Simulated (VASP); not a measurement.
A run of VASP 6.6.1 is set up as follows.

File INCAR:

```
SYSTEM = DyBe
  ALGO = Normal
  EDIFF = 1E-7
  EDIFFG = -0.01
  ENCUT = 600
  GGA = PE
  GGA_COMPAT = .False.
  IBRION = 2
  ISIF = 3
  ISMEAR = 0
  LASPH = .True.
  LCHARG = .False.
  LMAXMIX = 6
  LREAL = .False.
  LWAVE = .False.
  NELM = 200
  NELMIN = 4
  NSW = 100
  PREC = Accurate
  SIGMA = 0.1
```

KPOINTS

```
k-points
0
Gamma
  10 10 10
  0 0 0
```

POSCAR

```
DyBe
1.0
    2.2624289785     -4.2978416748      0.0000000000
    2.2624289785      4.2978416748      0.0000000000
    0.0000000000      0.0000000000      4.0098665097
Dy Be
2 2
Direct
    0.1588813831      0.8411186169      0.7500000000
    0.8411186169      0.1588813831      0.2500000000
    0.4791811933      0.5208188067      0.7500000000
    0.5208188067      0.4791811933      0.2500000000
```

Potentials or basis: VASP PAW PBE potentials, release 64 (Dy_3, Be), 4f in core.

Launch:

```sh
$ cat potpaw_PBE.64/Dy_3/POTCAR potpaw_PBE.64/Be/POTCAR > POTCAR
$ mpirun -np 1 vasp_std > vasp.out
```

Question: Estimate the relaxed volume.

Answer: 19.52 Å³/atom.

Question: Predict the relaxed cell.

Answer: a = 4.730 Å, b = 4.730 Å, c = 4.036 Å, α = 90.00°, β = 90.00°, γ = 120.15°.

Question: Estimate the space group after relaxing (to 0.1 Å).

Answer: P6_3/mmc (No. 194).

Question: Estimate the band gap on the k mesh.

Answer: Zero (bands 11 and 12 overlap by 1.66 eV).

Final structure:
```
Dy Be
1.0
     2.35954   -4.09958    0.00000
     2.35954    4.09958    0.00000
     0.00000    0.00000    4.03615
Dy Be
2 2
Direct
  0.16653 0.83347 0.75000
  0.83347 0.16653 0.25000
  0.49933 0.50067 0.75000
  0.50067 0.49933 0.25000
```

Caveat: spin-orbit coupling is left out, which moves the levels of the heavy elements; the 4f electrons are frozen in the core, so they carry no moment and show no levels. Spin polarisation is off, so any magnetic state and its effect on volume and gap are missing.
